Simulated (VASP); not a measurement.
# TaN (P6/mmm) in VASP: notebook

The runs below take TaN through single point, with LDA+U.

Program: VASP 6.6.1. These are calculated values, not measurements. Logs are shortened: lines on timing, memory, paths and dates and some standing lists are left out, and cuts for length are marked.

### 1 The cell of the first run

Symmetry: P6/mmm, No. 191, hexagonal system. The conventional cell has a = 5.185 Å, b = 5.185 Å, c = 2.908 Å, α = 90.00°, β = 90.00°, γ = 120.00°. Ta (site symmetry 6/mmm) has 6 N at 2.59 Å and 14 Ta at 2.91 to 3.33 Å within 3.4 Å. Ta (site symmetry -6m2) has 6 N at 2.09 Å within 2.8 Å. N (site symmetry mmm) has 6 Ta at 2.09 to 2.59 Å and 4 N at 2.59 Å within 2.8 Å.

### 2 Single point, LDA+U, collinear spin, zero start

INCAR

```
SYSTEM = TaN
PREC = Accurate
ENCUT = 520
EDIFF = 1E-6
ISMEAR = 0
SIGMA = 0.05
LREAL = .False.
LASPH = .True.
NELM = 150
ALGO = Normal
ISIF = 2
LWAVE = .False.
LCHARG = .False.
ISPIN = 2
MAGMOM = 0 0 0 0 0 0
LORBIT = 11
NUPDOWN = 0.0
LMAXMIX = 4
LDAU = .True.
LDAUTYPE = 2
LDAUL = 2 -1
LDAUU = 4 0
LDAUJ = 0 0
LDAUPRINT = 1
GGA = CA
NBANDS = 37
```

KPOINTS

```
regular mesh
0
Gamma
  4 4 7
  0 0 0
```

POSCAR

```
TaN
1.0
    5.1850002000      0.0000000000      0.0000000000
   -2.5925001000      4.4903418900      0.0000000000
    0.0000000000      0.0000000000      2.9080005300
Ta N
3 3
Direct
    0.0000000000      0.0000000000      0.0000000000
    0.3333333333      0.6666666667      0.5000000000
    0.6666666667      0.3333333333      0.5000000000
    0.5000000000      0.0000000000      0.0000000000
    0.5000000000      0.5000000000      0.0000000000
    0.0000000000      0.5000000000      0.0000000000
```

Potentials or basis: VASP PAW LDA potentials, release 64 (Ta_pv, N).

Run with:

```bash
$ cat potpaw_LDA.64/Ta_pv/POTCAR potpaw_LDA.64/N/POTCAR > POTCAR
$ mpirun -np 1 vasp_std > vasp.out
```

OUTCAR:

```text
SYSTEM = TaN
   PREC = Accurate
   ENCUT = 520
   EDIFF = 1E-6
   ISMEAR = 0
   LREAL = .False.
   LASPH = .True.
   NELM = 150
   ISIF = 2
   ISPIN = 2
   LORBIT = 11
   NUPDOWN = 0.0
   GGA = CA

 ion  position               nearest neighbor table
   1  0.000  0.000  0.000-   5 2.59   6 2.59   6 2.59   5 2.59   4 2.59   4 2.59   2 3.33   3 3.33
                             2 3.33   3 3.33   2 3.33   2 3.33   3 3.33   3 3.33   2 3.33   3 3.33
   2  0.333  0.667  0.500-   4 2.09   4 2.09   6 2.09   6 2.09   5 2.09   5 2.09   3 2.99   3 2.99
                             3 2.99   1 3.33   1 3.33   1 3.33   1 3.33   1 3.33   1 3.33
   3  0.667  0.333  0.500-   4 2.09   4 2.09   6 2.09   6 2.09   5 2.09   5 2.09   2 2.99   2 2.99
                             2 2.99   1 3.33   1 3.33   1 3.33   1 3.33   1 3.33   1 3.33
   4  0.500  0.000  0.000-   2 2.09   3 2.09   2 2.09   3 2.09   1 2.59   1 2.59
   5  0.500  0.500  0.000-   2 2.09   3 2.09   2 2.09   3 2.09   1 2.59   1 2.59
   6  0.000  0.500  0.000-   2 2.09   3 2.09   2 2.09   3 2.09   1 2.59   1 2.59

  LATTYP: Found a hexagonal cell.
 ALAT       =     5.1850002000
 C/A-ratio  =     0.5608486823

  Lattice vectors:

 A1 = (   5.1850002000,   0.0000000000,   0.0000000000)
 A2 = (  -2.5925001000,   4.4903418900,   0.0000000000)
 A3 = (   0.0000000000,   0.0000000000,   2.9080005300)

Analysis of symmetry for initial positions (statically):
=====================================================================
 Subroutine PRICEL returns:
 Original cell was already a primitive cell.

 Routine SETGRP: Setting up the symmetry group for a
 hexagonal supercell.

 Subroutine GETGRP returns: Found 24 space group operations
 (whereof 24 operations were pure point group operations)
 out of a pool of 24 trial point group operations.

The static configuration has the point symmetry D_6h.

Analysis of symmetry for dynamics (positions and initial velocities):
=====================================================================
 Subroutine PRICEL returns:
 Original cell was already a primitive cell.

 Routine SETGRP: Setting up the symmetry group for a
 hexagonal supercell.

 Subroutine GETGRP returns: Found 24 space group operations
 (whereof 24 operations were pure point group operations)
 out of a pool of 24 trial point group operations.

The dynamic configuration has the point symmetry D_6h.

Analysis of structural, dynamic, and magnetic symmetry:
=====================================================================
 Subroutine PRICEL returns:
 Original cell was already a primitive cell.

 Routine SETGRP: Setting up the symmetry group for a
 hexagonal supercell.

 Subroutine GETGRP returns: Found 24 space group operations
 (whereof 24 operations were pure point group operations)
 out of a pool of 24 trial point group operations.

The overall configuration has the point symmetry D_6h.

 Subroutine INISYM returns: Found 24 space group operations
 (whereof 24 operations are pure point group operations),
 and found     1 'primitive' translations

----------------------------------------------------------------------------------------

                                     Primitive cell

  volume of cell :      67.7053

  direct lattice vectors                    reciprocal lattice vectors
     5.185000200  0.000000000  0.000000000     0.192864023  0.111350096  0.000000000
    -2.592500100  4.490341890  0.000000000     0.000000000  0.222700192  0.000000000
     0.000000000  0.000000000  2.908000530     0.000000000  0.000000000  0.343878892

  length of vectors
     5.185000200  5.185000198  2.908000530     0.222700192  0.222700192  0.343878892

  position of ions in fractional coordinates (direct lattice)
     0.000000000  0.000000000  0.000000000
     0.333333333  0.666666667  0.500000000
     0.666666667  0.333333333  0.500000000
     0.500000000  0.000000000  0.000000000
     0.500000000  0.500000000  0.000000000
     0.000000000  0.500000000  0.000000000

  ion indices of the primitive-cell ions
   primitive index   ion index
[... 90 lines left out ...]
  volume/ion in A,a.u.               =      11.28        76.15
  Fermi-wavevector in a.u.,A,eV,Ry     =   1.459759  2.758544 28.992586  2.130895
  Thomas-Fermi vector in A             =   2.576288
   LORBIT       =     11    0 simple, 1 ext, 2 COOP (PROOUT), +10 PAW based schemes
 LDA+U is selected, type is set to LDAUTYPE =  2
   angular momentum for each species LDAUL =     2   -1
   U (eV)           for each species LDAUU =   4.0  0.0
   J (eV)           for each species LDAUJ =   0.0  0.0
   GGA     = CA    functional components
   LHFCALC =     F    Hartree Fock is set to
   AEXX    =    0.0000 exact exchange contribution
   IVDW    =     0    specifies the selected vdW correction
   LEPSILON=     F    determine dielectric tensor
   LRPA    =     F    only Hartree local field effects (RPA)
 spin polarized calculation
 Gauss-broadening in eV      SIGMA  =   0.05
  energy-cutoff  :      520.00
  volume of cell :       67.71
 maximum number of plane-waves:      1840
 NGX is ok and might be reduce to    40
   NGX = 19   NGY = 19   NGZ = 11

 number of electron      48.0000007 magnetization      -0.0000000

atom =   1  type =  1  l = 2

 onsite density matrix

spin component  1
[... 83 lines left out ...]
  o =  0.2143  v =  1.0000  0.0000  0.0000  0.0000  0.0000  0.0000  0.0000  0.0000  0.0000  0.0000      0.0000  0.0000  0.0000  0.0000  0.0000  0.0000  0.0000  0.0000  0.0000  0.0000
  o =  0.2143  v =  0.0000 -0.0000 -0.0000 -0.0000 -1.0000  0.0000  0.0000  0.0000  0.0000  0.0000      0.0000  0.0000  0.0000  0.0000  0.0000  0.0000  0.0000  0.0000  0.0000  0.0000
  o =  0.2143  v =  0.0000  0.0000  0.0000  0.0000  0.0000  1.0000  0.0000  0.0000  0.0000  0.0000      0.0000  0.0000  0.0000  0.0000  0.0000  0.0000  0.0000  0.0000  0.0000  0.0000
  o =  0.2143  v =  0.0000  0.0000  0.0000  0.0000  0.0000  0.0000  0.0000 -0.0000  0.0000 -1.0000      0.0000  0.0000  0.0000  0.0000  0.0000  0.0000  0.0000  0.0000  0.0000  0.0000
  o =  0.2436  v =  0.0000  0.0000  0.0000  0.0000  0.0000  0.0000  1.0000  0.0000  0.0000  0.0000      0.0000  0.0000  0.0000  0.0000  0.0000  0.0000  0.0000  0.0000  0.0000  0.0000
  o =  0.2436  v =  0.0000  0.0000  0.0000  0.0000  0.0000  0.0000 -0.0000  0.0000  1.0000  0.0000      0.0000  0.0000  0.0000  0.0000  0.0000  0.0000  0.0000  0.0000  0.0000  0.0000
  o =  0.2436  v =  0.0000  1.0000  0.0000 -0.0000 -0.0000  0.0000  0.0000  0.0000  0.0000  0.0000      0.0000  0.0000  0.0000  0.0000  0.0000  0.0000  0.0000  0.0000  0.0000  0.0000
  o =  0.2436  v =  0.0000  0.0000  0.0000  1.0000  0.0000  0.0000  0.0000  0.0000  0.0000  0.0000      0.0000  0.0000  0.0000  0.0000  0.0000  0.0000  0.0000  0.0000  0.0000  0.0000
  o =  0.2662  v =  0.0000  0.0000 -1.0000  0.0000  0.0000  0.0000  0.0000  0.0000  0.0000  0.0000      0.0000  0.0000  0.0000  0.0000  0.0000  0.0000  0.0000  0.0000  0.0000  0.0000
  o =  0.2662  v =  0.0000  0.0000  0.0000  0.0000  0.0000  0.0000  0.0000 -1.0000  0.0000  0.0000      0.0000  0.0000  0.0000  0.0000  0.0000  0.0000  0.0000  0.0000  0.0000  0.0000

 number of electron      48.0000007 magnetization       0.0000000

 Free energy of the ion-electron system (eV)
  ---------------------------------------------------
  ext. energy  EPLUGINS =         0.00000000
  ---------------------------------------------------
  free energy    TOTEN  =       -60.55623621 eV

  energy without entropy =      -60.55507469  energy(sigma->0) =      -60.55565545

 E-fermi :   8.5866     XC(G=0): -13.3026

 val. band max:        8.5376706696   @ k =   0.2500   0.0000   0.4286
 cond. band min:       8.7866776910   @ k =   0.0000   0.0000   0.2857
 fundamental gap:      0.2490070214
 Fermi energy:         8.5865668980

 spin component 1

 k-point     1 :       0.0000    0.0000    0.0000
  band No.  band energies     occupation
      1     -28.2526      1.00000
      2     -28.2526      1.00000
      3     -27.9212      1.00000
      4     -27.9212      1.00000
      5     -27.6377      1.00000
      6     -27.6377      1.00000
[... 613 lines left out ...]
     35      14.6593      0.00000
     36      15.5300      0.00000
 Fermi energy:         8.5865610476

 spin component 2

 k-point     1 :       0.0000    0.0000    0.0000
  band No.  band energies     occupation
      1     -28.2526      1.00000
      2     -28.2526      1.00000
      3     -27.9212      1.00000
      4     -27.9212      1.00000
      5     -27.6377      1.00000
      6     -27.6377      1.00000
[... 613 lines left out ...]
     35      14.6593      0.00000
     36      15.5300      0.00000
 [bands above 36 left out]

------------------------ aborting loop because EDIFF is reached ----------------------------------------

  FORCE on cell =-STRESS in cart. coord.  units (eV):
  Direction    XX          YY          ZZ          XY          YZ          ZX
  --------------------------------------------------------------------------------------
  -------------------------------------------------------------------------------------
  Total        3.5610479      3.5610479      4.2339913      0.0000000      0.0000000      0.0000000
  in kB       84.2685909     84.2685909    100.1931150      0.0000000      0.0000000      0.0000000
  external PRESSURE =      89.5767656 kB  Pullay stress =       0.0000000 kB

 VOLUME and BASIS-vectors are now :
 -----------------------------------------------------------------------------
  energy-cutoff  :      520.00
  volume of cell :       67.71
      direct lattice vectors                 reciprocal lattice vectors
     5.185000200  0.000000000  0.000000000     0.192864023  0.111350096  0.000000000
    -2.592500100  4.490341890  0.000000000     0.000000000  0.222700192  0.000000000
     0.000000000  0.000000000  2.908000530     0.000000000  0.000000000  0.343878892

 POSITION                                       TOTAL-FORCE (eV/Angst)
 -----------------------------------------------------------------------------------
      0.00000      0.00000      0.00000        -0.000000      0.000000      0.000000
     -0.00000      2.99356      1.45400        -0.000000      0.000000      0.000000
      2.59250      1.49678      1.45400         0.000000      0.000000     -0.000000
      2.59250      0.00000      0.00000        -0.000000      0.000000      0.000000
      1.29625      2.24517      0.00000        -0.000000      0.000000      0.000000
     -1.29625      2.24517      0.00000        -0.000000      0.000000      0.000000
 -----------------------------------------------------------------------------------
    total drift:                               -0.000000      0.000000     -0.000000

  FREE ENERGIE OF THE ION-ELECTRON SYSTEM (eV)
  ---------------------------------------------------
  free  energy   TOTEN  =       -60.5562362106 eV

  energy  without entropy=      -60.5550746901  energy(sigma->0) =      -60.55565545

 total charge

# of ion       s       p       d       tot
------------------------------------------
    1        0.295   6.134   2.117   8.546
    2        0.337   6.328   2.310   8.975
    3        0.337   6.328   2.310   8.975
    4        1.239   2.562   0.000   3.801
    5        1.239   2.562   0.000   3.801
    6        1.239   2.562   0.000   3.801
--------------------------------------------------
tot          4.687  26.475   6.737  37.898

 magnetization (x)

# of ion       s       p       d       tot
------------------------------------------
    1       -0.000  -0.000  -0.000  -0.000
    2        0.000   0.000   0.000   0.000
    3        0.000   0.000   0.000   0.000
    4       -0.000  -0.000   0.000  -0.000
    5       -0.000  -0.000   0.000  -0.000
    6       -0.000  -0.000   0.000  -0.000
--------------------------------------------------
tot         -0.000  -0.000   0.000  -0.000
```

Wall time 27 s (1 thread of Intel Xeon 6975P-C (Granite Rapids), shared host); peak memory 0.2 GiB.

Results:

* Free energy: -60.5562 eV
* Pressure: 9.0 GPa
* Net moment: 0.00 μB per cell
* Valence electrons inside the program's atomic spheres: Ta 8.55, 8.97; N 3.80

Eigenvalues of the final occupation matrices:
| site | spin | trace | eigenvalues |
| --- | --- | --- | --- |
| site 1 d | 1 | 1.08 | 0.16 0.16 0.25 0.25 0.26 |
| site 1 d | 2 | 1.08 | 0.16 0.16 0.25 0.25 0.26 |
| site 2 d | 1 | 1.18 | 0.21 0.21 0.24 0.24 0.27 |
| site 2 d | 2 | 1.18 | 0.21 0.21 0.24 0.24 0.27 |
| site 3 d | 1 | 1.18 | 0.21 0.21 0.24 0.24 0.27 |
| site 3 d | 2 | 1.18 | 0.21 0.21 0.24 0.24 0.27 |

Caveat: spin-orbit coupling is left out, which moves the levels of the heavy elements; the total moment is fixed, so each spin has its own Fermi level.

(Continued in part 2 of 2.)
